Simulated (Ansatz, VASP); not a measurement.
**One calculation of TiAl2, two programs**

File INCAR:

```
  ALGO = Fast
  EDIFF = 1E-6
  ENCUT = 520
  GGA = PS
  ISIF = 2
  ISMEAR = 0
  LASPH = T
  LCHARG = F
  LREAL = F
  LWAVE = F
  NBANDS = 27
  NELM = 60
  PREC = Accurate
  SIGMA = 0.1
```

KPOINTS

```
k-points
0
Gamma
  10 10 10
```

File POSCAR:

```
TiAl2
1.0
    1.9795500000     -6.0472000000      0.0000000000
    1.9795500000      6.0472000000      0.0000000000
    0.0000000000      0.0000000000      4.0315000000
Ti Al
2 4
Direct
    0.6490000000      0.3510000000      0.0000000000
    0.3510000000      0.6490000000      0.0000000000
    0.0000000000      0.0000000000      0.0000000000
    0.8240000000      0.1760000000      0.5000000000
    0.1760000000      0.8240000000      0.5000000000
    0.5000000000      0.5000000000      0.5000000000
```

Input for Ansatz:

```yaml
crystal:
  lattice:
    - [1.97955, -6.0472, 0.0]
    - [1.97955, 6.0472, 0.0]
    - [0.0, 0.0, 4.0315]
  atoms:
    - { symbol: Ti, position: [0.649, 0.351, 0.0] }
    - { symbol: Ti, position: [0.351, 0.649, 0.0] }
    - { symbol: Al, position: [0.0, 0.0, 0.0] }
    - { symbol: Al, position: [0.824, 0.176, 0.5] }
    - { symbol: Al, position: [0.176, 0.824, 0.5] }
    - { symbol: Al, position: [0.5, 0.5, 0.5] }
basis:
  ecutwfc: 460
kpoints:
  mp_grid: { grid: [10, 10, 10] }
hamiltonian:
  xc: pbesol
scf:
  occupations: { method: gaussian, width: 0.1 }
output:
  forces: true
  stress: true
  eigenvalues: true
  write_density: true
  write_potential: true
  elf: true
  volumetric_format: npy
```

Alike in both runs: task single point; functional PBEsol; k mesh 10 × 10 × 10; occupations gaussian, width 0.1 eV; no spin polarisation.

|  | VASP | Ansatz |
| --- | --- | --- |
| version | VASP 6.6.1 | Ansatz 0.2.0 |
| potentials or method | VASP PAW PBE potentials, release 64 (Ti_sv, Al), cutoff 520 eV | scalar-relativistic, plane waves, PAW |
| valence electrons in the cell | 36 | 36 |

Ansatz gave:

```
gap on the k mesh at the Fermi level (eV)                     : none
pressure (GPa)                                                : -2.8
traceless stress, the component that is largest in VASP (GPa) : 1.69
rms of the force components (eV/Å)                            : 0.294
```

Question: Estimate VASP's values.

Answer: gap on the k mesh at the Fermi level (eV): none; pressure (GPa): -2.7; traceless stress, the component that is largest in VASP (GPa): 1.69; rms of the force components (eV/Å): 0.295.

VASP's potentials were made for PBE, not for PBEsol. Atom by atom the forces differ by 0.002 eV/Å (rms over components). A gap of «none» marks a metal or a gap that the smearing closes.
